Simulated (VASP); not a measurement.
# Ga (Cmcm) in VASP: further runs

Ga is run at these levels: PBEsol; tasks: single point.

Program: VASP 6.6.1. These are calculated values, not measurements. Logs are shortened: lines on timing, memory, paths and dates and some standing lists are left out, and cuts for length are marked.

### 1 The cell of the first run

Symmetry: Cmcm, No. 63, orthorhombic system. Conventional cell: a = 2.678 Å, b = 7.812 Å, c = 3.033 Å, α = 90.00°, β = 90.00°, γ = 90.00°. Ga (site symmetry m2m) has 10 Ga at 2.59 to 3.03 Å within 3.4 Å.

### 2 Single point, PBEsol

Contents of INCAR:

```
SYSTEM = Ga
  ALGO = Normal
  EDIFF = 1E-6
  ENCUT = 520
  GGA = PS
  ISIF = 2
  ISMEAR = -1
  LASPH = .True.
  LCHARG = .True.
  LELF = .True.
  LREAL = .False.
  LVHAR = .True.
  LWAVE = .False.
  NBANDS = 20
  NELM = 100
  PREC = Accurate
  SIGMA = 0.05
```

Contents of KPOINTS:

```
k-points
0
Gamma
  10 10 8
  0 0 0
```

Contents of POSCAR:

```
Ga
1.0
    1.3389445842     -3.9062289267      0.0000000000
    1.3389445842      3.9062289267      0.0000000000
    0.0000000000      0.0000000000      3.0334359567
Ga
2
Direct
    0.1341451263      0.8658548737      0.7500000000
    0.8658548737      0.1341451263      0.2500000000
```

Potentials or basis: VASP PAW PBE potentials, release 64 (Ga_d).

Started as:

```
cat potpaw_PBE.64/Ga_d/POTCAR > POTCAR
mpirun -np 1 vasp_std > vasp.out
```

OUTCAR:

```text
SYSTEM = Ga
   EDIFF = 1E-6
   ENCUT = 520
   GGA = PS
   ISIF = 2
   ISMEAR = -1
   LASPH = .True.
   LREAL = .False.
   NELM = 100
   PREC = Accurate

 ion  position               nearest neighbor table
   1  0.134  0.866  0.750-   2 2.59   2 2.59   2 2.71   2 2.71   2 2.71   2 2.71
   2  0.866  0.134  0.250-   1 2.59   1 2.59   1 2.71   1 2.71   1 2.71   1 2.71

  LATTYP: Found a base centered orthorhombic cell.
 ALAT       =     2.6778891684
 B/A-ratio  =     2.9173940227
 C/A-ratio  =     1.1327712859

  Lattice vectors:

 A1 = (   1.3389445842,  -3.9062289267,   0.0000000000)
 A2 = (   1.3389445842,   3.9062289267,   0.0000000000)
 A3 = (   0.0000000000,   0.0000000000,   3.0334359567)

Analysis of symmetry for initial positions (statically):
=====================================================================
 Subroutine PRICEL returns:
 Original cell was already a primitive cell.

 Routine SETGRP: Setting up the symmetry group for a
 base centered orthorhombic supercell.

 Subroutine GETGRP returns: Found  8 space group operations
 (whereof  4 operations were pure point group operations)
 out of a pool of  8 trial point group operations.

The static configuration has the point symmetry C_2h.
 The point group associated with its full space group is D_2h.

Analysis of symmetry for dynamics (positions and initial velocities):
=====================================================================
 Subroutine PRICEL returns:
 Original cell was already a primitive cell.

 Routine SETGRP: Setting up the symmetry group for a
 base centered orthorhombic supercell.

 Subroutine GETGRP returns: Found  8 space group operations
 (whereof  4 operations were pure point group operations)
 out of a pool of  8 trial point group operations.

The dynamic configuration has the point symmetry C_2h.
 The point group associated with its full space group is D_2h.

 Subroutine INISYM returns: Found  8 space group operations
 (whereof  4 operations are pure point group operations),
 and found     1 'primitive' translations

----------------------------------------------------------------------------------------

                                     Primitive cell

  volume of cell :      31.7311

  direct lattice vectors                    reciprocal lattice vectors
     1.338944584 -3.906228927  0.000000000     0.373428449 -0.128000691  0.000000000
     1.338944584  3.906228927  0.000000000     0.373428449  0.128000691  0.000000000
     0.000000000  0.000000000  3.033435957     0.000000000  0.000000000  0.329659177

  length of vectors
     4.129333727  4.129333727  3.033435957     0.394756866  0.394756866  0.329659177

  position of ions in fractional coordinates (direct lattice)
     0.134145126  0.865854874  0.750000000
     0.865854874  0.134145126  0.250000000

  ion indices of the primitive-cell ions
   primitive index   ion index
                 1           1
                 2           2

----------------------------------------------------------------------------------------

 KPOINTS: k-points

Automatic generation of k-mesh.
 Grid dimensions read from file:
 generate k-points for:   10   10    8

 Generating k-lattice:

  Cartesian coordinates                     Fractional coordinates (reciprocal lattice)
     0.037342845 -0.012800069  0.000000000     0.100000000  0.000000000  0.000000000
     0.037342845  0.012800069  0.000000000     0.000000000  0.100000000  0.000000000
     0.000000000  0.000000000  0.041207397     0.000000000  0.000000000  0.125000000

  Length of vectors
     0.039475687  0.039475687  0.041207397

  Shift w.r.t. Gamma in fractional coordinates (k-lattice)
     0.000000000  0.000000000  0.000000000

 Subroutine IBZKPT returns following result:
 ===========================================

 Found    155 irreducible k-points:

 Following reciprocal coordinates:
            Coordinates               Weight
  0.000000  0.000000  0.000000      1.000000
  0.100000  0.000000  0.000000      4.000000
  0.200000  0.000000  0.000000      4.000000
  0.300000 -0.000000  0.000000      4.000000
  0.400000 -0.000000  0.000000      4.000000
  0.500000  0.000000  0.000000      2.000000
[... 16 lines left out ...]
  0.300000  0.300000  0.000000      2.000000
  0.400000  0.300000  0.000000      4.000000
 [... further k-points ...]
   k-points           NKPTS =    155   k-points in BZ     NKDIM =    155   number of bands    NBANDS=     20
   number of dos      NEDOS =    301   number of ions     NIONS =      2
   total plane-waves  NPLWV =  24576
   dimension x,y,z NGX =    32 NGY =   32 NGZ =   24
   dimension x,y,z NGXF=    64 NGYF=   64 NGZF=   48
   ions per type =               2
   NGX,Y,Z   is equivalent  to a cutoff of  12.88, 12.88, 13.15 a.u.
   NGXF,Y,Z  is equivalent  to a cutoff of  25.77, 25.77, 26.31 a.u.
 SYSTEM =  Ga
   PREC   = accura    normal or accurate (medium, high low for compatibility)
   ISTART =      0    job   : 0-new  1-cont  2-samecut
   ICHARG =      2    charge: 1-file 2-atom 10-const
   ISPIN  =      1    spin polarized calculation?
   LNONCOLLINEAR =      F non collinear calculations
   LSORBIT =      F    spin-orbit coupling
   LASPH  =      T    aspherical Exc in radial PAW
   ENCUT  =  520.0 eV  38.22 Ry    6.18 a.u.   7.68  7.68  5.64*2*pi/ulx,y,z
   NELM   =    100;   NELMIN=  2; NELMDL= -5     # of ELM steps
   EDIFF  = 0.1E-05   stopping-criterion for ELM
   LREAL  =      F    real-space projection
   EDIFFG = 0.1E-04   stopping-criterion for IOM
   NSW    =      0    number of steps for IOM
   IBRION =     -1    ionic relax: 0-MD 1-quasi-New 2-CG
   NFREE  =      0    steps in history (QN), initial steepest desc. (CG)
   ISIF   =      2    stress and relaxation
   ISYM   =      2    0-nonsym 1-usesym 2-fastsym
   POTIM  = 0.5000    time-step for ionic-motion
   TEBEG  =    0.0;   TEEND  =   0.0 temperature during run
   PSTRESS=    0.0 pullay stress
   NELECT =      26.0000    total number of electrons
   NUPDOWN=      -1.0000    fix difference up-down
   EMIN   =  10.00;   EMAX   =-10.00  energy-range for DOS
   EFERMI =   0.00;   METHOD = LEGACY
   ISMEAR =    -1;   SIGMA  =   0.05  broadening in eV -4-tet -1-fermi 0-gaus
   EFERMI_NEDOS =   21; number of points for ismear=-14 and -15
   IALGO  =     38    algorithm
   IMIX   =      4    mixing-type and parameters
     AMIX     =   0.40;   BMIX     =  1.00
     AMIX_MAG =   1.60;   BMIX_MAG =  1.00
  volume/ion in A,a.u.               =      15.87       107.07
  Fermi-wavevector in a.u.,A,eV,Ry     =   1.531925  2.894919 31.930084  2.346795
  Thomas-Fermi vector in A             =   2.639202
   LORBIT       =      0    0 simple, 1 ext, 2 COOP (PROOUT), +10 PAW based schemes
   GGA     = PS    functional components
   LHFCALC =     F    Hartree Fock is set to
   AEXX    =    0.0000 exact exchange contribution
   IVDW    =     0    specifies the selected vdW correction
   LEPSILON=     F    determine dielectric tensor
   LRPA    =     F    only Hartree local field effects (RPA)
 non-spin polarized calculation
  energy-cutoff  :      520.00
  volume of cell :       31.73
 maximum number of plane-waves:       873
   NGX = 15   NGY = 15   NGZ = 11

 number of electron      26.0000010 magnetization

 Free energy of the ion-electron system (eV)
  ---------------------------------------------------
  ext. energy  EPLUGINS =         0.00000000
  ---------------------------------------------------
  free energy    TOTEN  =        -6.58149282 eV

  energy without entropy =       -6.57662980  energy(sigma->0) =       -6.57906131

 E-fermi :   7.2911     XC(G=0): -12.0098

 val. band max:        7.2872120322   @ k =   0.3000   0.3000   0.3750
 cond. band min:       7.2991060982   @ k =  -0.1000   0.1000   0.5000
 fundamental gap:      0.0118940660
 Fermi energy:         7.2911253063

 k-point     1 :       0.0000    0.0000    0.0000
  band No.  band energies     occupation
      1      -8.3047      2.00000
      2      -8.2396      2.00000
      3      -8.2031      2.00000
      4      -8.1782      2.00000
      5      -7.8381      2.00000
      6      -7.8092      2.00000
[... 12 lines left out ...]
     19      19.6087      0.00000
     20      20.6887      0.00000

 k-point     2 :       0.1000    0.0000    0.0000
  band No.  band energies     occupation
      1      -8.2864      2.00000
      2      -8.2294      2.00000
      3      -8.1798      2.00000
      4      -8.1264      2.00000
      5      -7.8564      2.00000
      6      -7.8315      2.00000
[... 12 lines left out ...]
     19      20.3226      0.00000
     20      22.9238      0.00000

 k-point     3 :       0.2000    0.0000    0.0000
  band No.  band energies     occupation
      1      -8.2424      2.00000
      2      -8.2037      2.00000
      3      -8.1175      2.00000
      4      -8.0224      2.00000
      5      -7.8944      2.00000
      6      -7.8911      2.00000
[... 12 lines left out ...]
     19      20.5754      0.00000
     20      24.4033      0.00000

 k-point     4 :       0.3000   -0.0000    0.0000
  band No.  band energies     occupation
      1      -8.1949      2.00000
      2      -8.1754      2.00000
      3      -8.0772      2.00000
      4      -8.0380      2.00000
      5      -7.9680      2.00000
      6      -7.8345      2.00000
[... 12 lines left out ...]
     19      20.9061      0.00000
     20      22.7751      0.00000

 k-point     5 :       0.4000   -0.0000    0.0000
  band No.  band energies     occupation
      1      -8.1897      2.00000
      2      -8.1560      2.00000
      3      -8.0844      2.00000
      4      -8.0529      2.00000
      5      -8.0341      2.00000
      6      -7.8503      2.00000
[... 12 lines left out ...]
     19      19.5738      0.00000
     20      21.2891      0.00000
[... 353 lines left out ...]
      6      -7.8660      2.00000
[... 12 lines left out ...]
     19      18.8074      0.00000
     20      21.8967      0.00000

 k-point    22 :      -0.2000    0.2000    0.0000
  band No.  band energies     occupation
      1      -8.3099      2.00000
      2      -8.2306      2.00000
      3      -8.1816      2.00000
      4      -8.0920      2.00000
      5      -7.8980      2.00000
      6      -7.8333      2.00000
[... 12 lines left out ...]
     19      19.2381      0.00000
     20      20.0186      0.00000

 k-point    23 :       0.3000    0.3000    0.0000
  band No.  band energies     occupation
      1      -8.2121      2.00000
      2      -8.1486      2.00000
      3      -8.0837      2.00000
      4      -7.9793      2.00000
      5      -7.9139      2.00000
      6      -7.9088      2.00000
[... 12 lines left out ...]
     19      18.3511      0.00000
     20      20.6928      0.00000

 k-point    24 :       0.4000    0.3000    0.0000
  band No.  band energies     occupation
      1      -8.1891      2.00000
      2      -8.1001      2.00000
      3      -8.0609      2.00000
      4      -7.9995      2.00000
      5      -7.9532      2.00000
      6      -7.9430      2.00000
[... 12 lines left out ...]
     19      17.5557      0.00000
     20      19.2469      0.00000

 [... further k-points ...]

------------------------ aborting loop because EDIFF is reached ----------------------------------------

  FORCE on cell =-STRESS in cart. coord.  units (eV):
  Direction    XX          YY          ZZ          XY          YZ          ZX
  --------------------------------------------------------------------------------------
  -------------------------------------------------------------------------------------
  Total        1.9707846      1.9713615      1.9643414      0.0000000      0.0000000      0.0000000
  in kB       99.5095182     99.5386444     99.1841874      0.0000000      0.0000000      0.0000000
  external PRESSURE =      99.4107833 kB  Pullay stress =       0.0000000 kB

 VOLUME and BASIS-vectors are now :
 -----------------------------------------------------------------------------
  energy-cutoff  :      520.00
  volume of cell :       31.73
      direct lattice vectors                 reciprocal lattice vectors
     1.338944584 -3.906228927  0.000000000     0.373428449 -0.128000691  0.000000000
     1.338944584  3.906228927  0.000000000     0.373428449  0.128000691  0.000000000
     0.000000000  0.000000000  3.033435957     0.000000000  0.000000000  0.329659177

 POSITION                                       TOTAL-FORCE (eV/Angst)
 -----------------------------------------------------------------------------------
      1.33894      2.85823      2.27508         0.000000      0.001759      0.000000
      1.33894     -2.85823      0.75836         0.000000     -0.001759     -0.000000
 -----------------------------------------------------------------------------------
    total drift:                                0.000000      0.000000     -0.000000

  FREE ENERGIE OF THE ION-ELECTRON SYSTEM (eV)
  ---------------------------------------------------
  free  energy   TOTEN  =        -6.5814928241 eV

  energy  without entropy=       -6.5766298018  energy(sigma->0) =       -6.57906131
```

It took 1.9 min on 1 thread of Intel Xeon 8259CL, shared host; peak memory 0.22 GiB.

What came out:

- Free energy: -6.5815 eV
- Pressure: 9.9 GPa
- Band gap on the k mesh: zero (bands 13 and 14 overlap by 10.28 eV)

Levels at points of the mesh, in eV from the Fermi level:
| k point | band 11 | band 12 | band 13 | band 14 | band 15 | band 16 |
| --- | --- | --- | --- | --- | --- | --- |
| (0.00, 0.00, 0.00) | -12.75 | -3.12 | -1.73 | 2.68 | 6.67 | 9.54 |
| (0.50, 0.00, 0.00) | -6.94 | -6.22 | -2.28 | -0.30 | 7.11 | 7.58 |
| (0.50, 0.50, 0.00) | -10.60 | -9.71 | 5.08 | 6.14 | 7.31 | 7.64 |
| (0.00, 0.00, 0.50) | -8.46 | -8.46 | 1.48 | 1.48 | 2.46 | 2.46 |
| (0.50, 0.00, 0.50) | -3.14 | -3.14 | -1.78 | -1.78 | 1.87 | 1.87 |
| (0.50, 0.50, 0.50) | -6.31 | -6.31 | -5.20 | -5.20 | 11.66 | 11.66 |

Caveat: the cell stands under pressure; the PAW data sets were made with another functional, which shifts forces and pressure a little.

### 3 Single point, PBEsol

This run uses another cell than the first one, of 16.72 Å³/atom.

Contents of INCAR:

```
PREC = Accurate
ENCUT = 520
EDIFF = 1E-7
ISMEAR = -1
SIGMA = 0.05
LREAL = False
LASPH = True
NELM = 100
ALGO = Normal
ISIF = 2
LWAVE = False
LCHARG = False
GGA = PS
NBANDS = 20
```

Contents of KPOINTS:

```
Automatic mesh
0
Gamma
  10 10 8
```

Contents of POSCAR:

```
Ga
1.0
    1.3672942330     -3.9532337621      0.0000000000
    1.3672942330      3.9532337621      0.0000000000
    0.0000000000      0.0000000000      3.0930262850
Ga
2
Direct
    0.1344931823      0.8655068177      0.7500000000
    0.8655068177      0.1344931823      0.2500000000
```

Potentials or basis: VASP PAW PBE potentials, release 64 (Ga_d).

Started as:

```
cat potpaw_PBE.64/Ga_d/POTCAR > POTCAR
mpirun -np 1 vasp_std > vasp.out
```

Run time: 2.1 min. Hardware: 1 thread of Intel Xeon 8259CL, shared host; peak memory 0.22 GiB.

The run converged. Its results:

```
Free energy            : -6.6616 eV
Pressure               : 5.2 GPa
Band gap on the k mesh : zero (bands 13 and 14 overlap by 9.79 eV)
```

Levels at points of the mesh, in eV from the Fermi level:
| k point | band 11 | band 12 | band 13 | band 14 | band 15 | band 16 |
| --- | --- | --- | --- | --- | --- | --- |
| (0.00, 0.00, 0.00) | -12.25 | -2.81 | -1.68 | 2.59 | 6.48 | 9.09 |
| (0.50, 0.00, 0.00) | -6.80 | -5.94 | -2.09 | -0.28 | 6.93 | 7.21 |
| (0.50, 0.50, 0.00) | -10.17 | -9.29 | 4.90 | 5.95 | 6.95 | 7.31 |
| (0.00, 0.00, 0.50) | -8.16 | -8.16 | 1.57 | 1.57 | 2.48 | 2.48 |
| (0.50, 0.00, 0.50) | -3.06 | -3.06 | -1.79 | -1.79 | 1.89 | 1.89 |
| (0.50, 0.50, 0.50) | -6.14 | -6.14 | -4.89 | -4.89 | 11.07 | 11.07 |

Caveat: the cell stands under pressure; the PAW data sets were made with another functional, which shifts forces and pressure a little.
